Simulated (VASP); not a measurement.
# Cl (P6_3/mmc) in VASP: notebook

The runs below take Cl through single point, with LDA.

Program: VASP 6.6.1. These are calculated values, not measurements. Logs are shortened: lines on timing, memory, paths and dates and some standing lists are left out, and cuts for length are marked.

### Step 1. The cell of the first run

Symmetry: P6_3/mmc, No. 194, hexagonal system. The conventional cell has a = 3.400 Å, b = 3.400 Å, c = 3.894 Å, α = 90.00°, β = 90.00°, γ = 120.00°. Within 3.6 Å of Cl (site symmetry -6m2) lie 12 Cl at 2.76 to 3.40 Å.

### Step 2. Single point, LDA

INCAR

```
PREC = Accurate
ENCUT = 520
EDIFF = 1E-6
ISMEAR = -1
SIGMA = 0.1
LREAL = False
LASPH = True
NELM = 80
ALGO = Normal
ISIF = 2
LWAVE = False
LCHARG = False
NBANDS = 14
```

KPOINTS

```
regular mesh
0
Gamma
  15 15 8
```

POSCAR

```
Cl
1.0
    3.3995591307      0.0000000000      0.0000000000
   -1.6997795653      2.9441045688      0.0000000000
    0.0000000000      0.0000000000      3.8938012775
Cl
2
Direct
    0.3333333333      0.6666666667      0.2500000000
    0.6666666667      0.3333333333      0.7500000000
```

Potentials or basis: VASP PAW LDA potentials, release 64 (Cl).

Started as:

```console
cat potpaw_LDA.64/Cl/POTCAR > POTCAR
mpirun -np 1 vasp_std > vasp.out
```

OUTCAR:

```text
PREC = Accurate
   ENCUT = 520
   EDIFF = 1E-6
   ISMEAR = -1
   LREAL = False
   LASPH = True
   NELM = 80
   ISIF = 2

 ion  position               nearest neighbor table
   1  0.333  0.667  0.250-
   2  0.667  0.333  0.750-

  LATTYP: Found a hexagonal cell.
 ALAT       =     3.3995591307
 C/A-ratio  =     1.1453841889

  Lattice vectors:

 A1 = (   3.3995591307,   0.0000000000,   0.0000000000)
 A2 = (  -1.6997795653,   2.9441045688,   0.0000000000)
 A3 = (   0.0000000000,   0.0000000000,   3.8938012775)

Analysis of symmetry for initial positions (statically):
=====================================================================
 Subroutine PRICEL returns:
 Original cell was already a primitive cell.

 Routine SETGRP: Setting up the symmetry group for a
 hexagonal supercell.

 Subroutine GETGRP returns: Found 24 space group operations
 (whereof 12 operations were pure point group operations)
 out of a pool of 24 trial point group operations.

The static configuration has the point symmetry D_3d.
 The point group associated with its full space group is D_6h.

Analysis of symmetry for dynamics (positions and initial velocities):
=====================================================================
 Subroutine PRICEL returns:
 Original cell was already a primitive cell.

 Routine SETGRP: Setting up the symmetry group for a
 hexagonal supercell.

 Subroutine GETGRP returns: Found 24 space group operations
 (whereof 12 operations were pure point group operations)
 out of a pool of 24 trial point group operations.

The dynamic configuration has the point symmetry D_3d.
 The point group associated with its full space group is D_6h.

 Subroutine INISYM returns: Found 24 space group operations
 (whereof 12 operations are pure point group operations),
 and found     1 'primitive' translations

----------------------------------------------------------------------------------------

                                     Primitive cell

  volume of cell :      38.9717

  direct lattice vectors                    reciprocal lattice vectors
     3.399559131  0.000000000  0.000000000     0.294155789  0.169830924  0.000000000
    -1.699779565  2.944104569  0.000000000     0.000000000  0.339661848  0.000000000
     0.000000000  0.000000000  3.893801278     0.000000000  0.000000000  0.256818448

  length of vectors
     3.399559131  3.399559131  3.893801278     0.339661848  0.339661848  0.256818448

  position of ions in fractional coordinates (direct lattice)
     0.333333333  0.666666667  0.250000000
     0.666666667  0.333333333  0.750000000

  ion indices of the primitive-cell ions
   primitive index   ion index
                 1           1
                 2           2

----------------------------------------------------------------------------------------

 KPOINTS: regular mesh

Automatic generation of k-mesh.
 Grid dimensions read from file:
 generate k-points for:   15   15    8

 Generating k-lattice:

  Cartesian coordinates                     Fractional coordinates (reciprocal lattice)
     0.019610386  0.011322062  0.000000000     0.066666667  0.000000000  0.000000000
     0.000000000  0.022644123  0.000000000     0.000000000  0.066666667  0.000000000
     0.000000000  0.000000000  0.032102306     0.000000000  0.000000000  0.125000000

  Length of vectors
     0.022644123  0.022644123  0.032102306

  Shift w.r.t. Gamma in fractional coordinates (k-lattice)
     0.000000000  0.000000000  0.000000000

 Subroutine IBZKPT returns following result:
 ===========================================

 Found    135 irreducible k-points:

 Following reciprocal coordinates:
            Coordinates               Weight
  0.000000  0.000000  0.000000      1.000000
  0.066667  0.000000  0.000000      6.000000
  0.133333 -0.000000  0.000000      6.000000
  0.200000  0.000000  0.000000      6.000000
  0.266667 -0.000000  0.000000      6.000000
  0.333333  0.000000  0.000000      6.000000
[... 16 lines left out ...]
  0.333333  0.200000  0.000000     12.000000
  0.400000  0.200000  0.000000      6.000000
 [... further k-points ...]
   k-points           NKPTS =    135   k-points in BZ     NKDIM =    135   number of bands    NBANDS=     14
   number of dos      NEDOS =    301   number of ions     NIONS =      2
   total plane-waves  NPLWV =  23520
   dimension x,y,z NGX =    28 NGY =   28 NGZ =   30
   dimension x,y,z NGXF=    56 NGYF=   56 NGZF=   60
   ions per type =               2
   NGX,Y,Z   is equivalent  to a cutoff of  13.69, 13.69, 12.81 a.u.
   NGXF,Y,Z  is equivalent  to a cutoff of  27.39, 27.39, 25.62 a.u.
 SYSTEM =  unknown system
   PREC   = accura    normal or accurate (medium, high low for compatibility)
   ISTART =      0    job   : 0-new  1-cont  2-samecut
   ICHARG =      2    charge: 1-file 2-atom 10-const
   ISPIN  =      1    spin polarized calculation?
   LNONCOLLINEAR =      F non collinear calculations
   LSORBIT =      F    spin-orbit coupling
   LASPH  =      T    aspherical Exc in radial PAW
   ENCUT  =  520.0 eV  38.22 Ry    6.18 a.u.   6.32  6.32  7.24*2*pi/ulx,y,z
   NELM   =     80;   NELMIN=  2; NELMDL= -5     # of ELM steps
   EDIFF  = 0.1E-05   stopping-criterion for ELM
   LREAL  =      F    real-space projection
   EDIFFG = 0.1E-04   stopping-criterion for IOM
   NSW    =      0    number of steps for IOM
   IBRION =     -1    ionic relax: 0-MD 1-quasi-New 2-CG
   NFREE  =      0    steps in history (QN), initial steepest desc. (CG)
   ISIF   =      2    stress and relaxation
   ISYM   =      2    0-nonsym 1-usesym 2-fastsym
   POTIM  = 0.5000    time-step for ionic-motion
   TEBEG  =    0.0;   TEEND  =   0.0 temperature during run
   PSTRESS=    0.0 pullay stress
   NELECT =      14.0000    total number of electrons
   NUPDOWN=      -1.0000    fix difference up-down
   EMIN   =  10.00;   EMAX   =-10.00  energy-range for DOS
   EFERMI =   0.00;   METHOD = LEGACY
   ISMEAR =    -1;   SIGMA  =   0.10  broadening in eV -4-tet -1-fermi 0-gaus
   EFERMI_NEDOS =   21; number of points for ismear=-14 and -15
   IALGO  =     38    algorithm
   IMIX   =      4    mixing-type and parameters
     AMIX     =   0.40;   BMIX     =  1.00
     AMIX_MAG =   1.60;   BMIX_MAG =  1.00
  volume/ion in A,a.u.               =      19.49       131.50
  Fermi-wavevector in a.u.,A,eV,Ry     =   1.163771  2.199209 18.427236  1.354364
  Thomas-Fermi vector in A             =   2.300317
   LORBIT       =      0    0 simple, 1 ext, 2 COOP (PROOUT), +10 PAW based schemes
   GGA     = CA    functional components
   LHFCALC =     F    Hartree Fock is set to
   AEXX    =    0.0000 exact exchange contribution
   IVDW    =     0    specifies the selected vdW correction
   LEPSILON=     F    determine dielectric tensor
   LRPA    =     F    only Hartree local field effects (RPA)
 non-spin polarized calculation
  energy-cutoff  :      520.00
  volume of cell :       38.97
 maximum number of plane-waves:      1064
 NGX is ok and might be reduce to    28
   NGX = 13   NGY = 13   NGZ = 15

 number of electron      13.9999999 magnetization

 Free energy of the ion-electron system (eV)
  ---------------------------------------------------
  ext. energy  EPLUGINS =         0.00000000
  ---------------------------------------------------
  free energy    TOTEN  =        -3.44208459 eV

  energy without entropy =       -3.36563702  energy(sigma->0) =       -3.40386081

 E-fermi :   3.1021     XC(G=0): -10.3061

 val. band max:        3.0950225672   @ k =   0.2000   0.2000   0.0000
 cond. band min:       3.1024221855   @ k =   0.2667   0.0667   0.1250
 fundamental gap:      0.0073996183
 Fermi energy:         3.1020594716

 k-point     1 :       0.0000    0.0000    0.0000
  band No.  band energies     occupation
      1     -13.4873      2.00000
      2      -9.5884      2.00000
      3      -2.0156      2.00000
      4       0.9062      2.00000
      5       0.9062      2.00000
      6       2.9684      1.58398
      7       2.9684      1.58398
      8       4.2968      0.00001
      9       9.8782      0.00000
     10      11.8183      0.00000
     11      14.9733      0.00000
     12      14.9733      0.00000
     13      16.6038      0.00000
     14      16.6038      0.00000

 k-point     2 :       0.0667    0.0000    0.0000
  band No.  band energies     occupation
      1     -13.4440      2.00000
      2      -9.6081      2.00000
      3      -1.9672      2.00000
      4       0.7749      2.00000
      5       0.8306      2.00000
      6       2.8588      1.83856
      7       3.0152      1.40875
      8       4.2095      0.00003
      9      10.0460      0.00000
     10      12.0053      0.00000
     11      14.6769      0.00000
     12      15.0778      0.00000
     13      16.4511      0.00000
     14      16.5482      0.00000

 k-point     3 :       0.1333   -0.0000    0.0000
  band No.  band energies     occupation
      1     -13.3161      2.00000
      2      -9.6706      2.00000
      3      -1.8237      2.00000
      4       0.4273      2.00000
      5       0.6380      2.00000
      6       2.5727      1.99001
      7       3.1256      0.88270
      8       3.9582      0.00038
      9      10.4706      0.00000
     10      12.4014      0.00000
     11      14.2495      0.00000
     12      15.3997      0.00000
     13      16.0834      0.00000
     14      16.2908      0.00000
[... 324 lines left out ...]
 k-point    23 :       0.3333    0.2000    0.0000
  band No.  band energies     occupation
      1     -11.8175      2.00000
      2     -10.7327      2.00000
      3      -1.7010      2.00000
      4      -0.0423      2.00000
      5       0.0284      2.00000
      6       1.1426      2.00000
      7       1.5283      2.00000
      8       2.9918      1.50140
      9      11.3931      0.00000
     10      12.2693      0.00000
     11      13.9397      0.00000
     12      15.5156      0.00000
     13      17.4251      0.00000
     14      18.8568      0.00000

 k-point    24 :       0.4000    0.2000    0.0000
  band No.  band energies     occupation
      1     -11.6621      2.00000
      2     -10.8716      2.00000
      3      -1.7940      2.00000
      4       0.1132      2.00000
      5       0.1576      2.00000
      6       1.0048      2.00000
      7       1.3072      2.00000
      8       2.9789      1.54835
      9      11.3086      0.00000
     10      12.1519      0.00000
     11      14.8090      0.00000
     12      14.8950      0.00000
     13      17.4440      0.00000
     14      18.9384      0.00000

 [... further k-points ...]
[... 5 lines left out ...]
  --------------------------------------------------------------------------------------
  -------------------------------------------------------------------------------------
  Total       -0.0039972     -0.0039972     -0.0059350     -0.0000000      0.0000000      0.0000000
  in kB       -0.1643300     -0.1643300     -0.2439944     -0.0000000      0.0000000      0.0000000
  external PRESSURE =      -0.1908848 kB  Pullay stress =       0.0000000 kB

 VOLUME and BASIS-vectors are now :
 -----------------------------------------------------------------------------
  energy-cutoff  :      520.00
  volume of cell :       38.97
      direct lattice vectors                 reciprocal lattice vectors
     3.399559131  0.000000000  0.000000000     0.294155789  0.169830924  0.000000000
    -1.699779565  2.944104569  0.000000000     0.000000000  0.339661848  0.000000000
     0.000000000  0.000000000  3.893801278     0.000000000  0.000000000  0.256818448

 POSITION                                       TOTAL-FORCE (eV/Angst)
 -----------------------------------------------------------------------------------
     -0.00000      1.96274      0.97345        -0.000000      0.000000      0.000000
      1.69978      0.98137      2.92035         0.000000     -0.000000      0.000000
 -----------------------------------------------------------------------------------
    total drift:                               -0.000000      0.000000      0.000000

  FREE ENERGIE OF THE ION-ELECTRON SYSTEM (eV)
  ---------------------------------------------------
  free  energy   TOTEN  =        -3.4420845906 eV

  energy  without entropy=       -3.3656370246  energy(sigma->0) =       -3.40386081
```

Wall time 52 s (1 thread of Intel Xeon Platinum 8259CL at 2.50GHz (Skylake/Cascade Lake), shared host); peak memory 0.17 GiB.

Results:

```yaml
Free_energy: -3.4421 eV
Pressure: 0.0 GPa
Band_gap_on_the_k_mesh: zero (band 7 reaches 4.09 eV, above the bottom of band 8 at 1.93 eV)
```

Levels at points of the mesh, in eV from the Fermi level:
| k point | band 3 | band 4 | band 5 | band 6 | band 7 | band 8 | band 9 | band 10 | band 11 | band 12 |
| --- | --- | --- | --- | --- | --- | --- | --- | --- | --- | --- |
| (0.00, 0.00, 0.00) | -5.12 | -2.20 | -2.20 | -0.13 | -0.13 | 1.19 | 6.78 | 8.72 | 11.87 | 11.87 |
| (0.00, 0.00, 0.50) | -2.11 | -2.11 | -1.17 | -1.17 | -1.17 | -1.17 | 10.06 | 10.06 | 10.81 | 10.81 |

[end of part 1 of 2]
